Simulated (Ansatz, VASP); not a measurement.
# YI in VASP and in Ansatz

File INCAR:

```
SYSTEM = YI
PREC = Accurate
ENCUT = 520
EDIFF = 1E-6
ISMEAR = -1
SIGMA = 0.05
LREAL = .FALSE.
LASPH = .TRUE.
NELM = 150
ALGO = Normal
ISIF = 2
LWAVE = .FALSE.
LCHARG = .FALSE.
ISPIN = 2
MAGMOM = 0.6 0.6 0 0
LORBIT = 11
LMAXMIX = 4
NBANDS = 30
```

KPOINTS

```
Automatic mesh
0
G
  7 7 3
  0 0 0
```

Contents of POSCAR:

```
YI
1.0
    3.9559735753      0.0000000000      0.0000000000
   -1.9779867876      3.4259736129      0.0000000000
    0.0000000000      0.0000000000     11.0794760000
Y I
2 2
Direct
    0.6666666667      0.3333333333      0.6267270000
    0.3333333333      0.6666666667      0.3732730000
    0.3333333333      0.6666666667      0.8199750000
    0.6666666667      0.3333333333      0.1800250000
```

Input for Ansatz:

```yaml
crystal:
  lattice:
    - [3.9559735753, 0.0, 0.0]
    - [-1.9779867876, 3.4259736129, 0.0]
    - [0.0, 0.0, 11.079476]
  atoms:
    - { symbol: "Y", position: [0.6666666667, 0.3333333333, 0.626727], spin: 0.6 }
    - { symbol: "Y", position: [0.3333333333, 0.6666666667, 0.373273], spin: 0.6 }
    - { symbol: I, position: [0.3333333333, 0.6666666667, 0.819975] }
    - { symbol: I, position: [0.6666666667, 0.3333333333, 0.180025] }
magnetization:
  spin_polarized: true
kpoints:
  mp_grid: { grid: [7, 7, 3] }
scf:
  occupations: { method: fermi_dirac, width: 0.05 }
  lower_state_search: "off"
hamiltonian:
  xc: lda
  pseudopotentials: { kind: paw }
output:
  forces: true
  stress: true
  eigenvalues: true
  populations: true
  dos: { projected: true, de: 0.1, e_range: [-8, 5] }
  write_density: true
  write_potential: true
  elf: true
  volumetric_format: npy
```

Alike in both runs: task single point; functional LDA; k mesh 7 × 7 × 3; occupations fermi-dirac, width 0.05 eV; collinear spin.

|  | VASP | Ansatz |
| --- | --- | --- |
| version | VASP 6.6.1 | Ansatz 0.2.0 |
| potentials or method | VASP PAW LDA potentials, release 64 (Y_sv, I) | PAW with Ansatz's default frozen-core files, scalar-relativistic |
| plane-wave cutoff (eV) | 520 | 420 |
| valence electrons in the cell | 36 | 56 |

|  | VASP | Ansatz | Ansatz less VASP |
| --- | --- | --- | --- |
| pressure (GPa) | -3.1 | -3.1 | 0.00 |
| traceless stress, the component that is largest in VASP (GPa) | 0.10 | 0.05 | -0.053 |
| rms of the force components (eV/Å) | 0.182 | 0.179 | -0.0032 |
| net moment per atom (μB) | 0.22 | 0.25 | +0.037 |
| size of the moment on the site where the two differ most (μB) | 0.25 | 0.22 | -0.022 |

LDA's correlation is that of Perdew and Zunger in VASP and of Perdew and Wang (1992) in Ansatz. Site moments also hang on the region over which each program counts them. Atom by atom the forces differ by 0.007 eV/Å (rms over components). VASP's potentials hold 36 valence electrons a cell and Ansatz's 56, so a difference there can come from the potentials and not from the codes.

Spin-orbit coupling is off throughout.
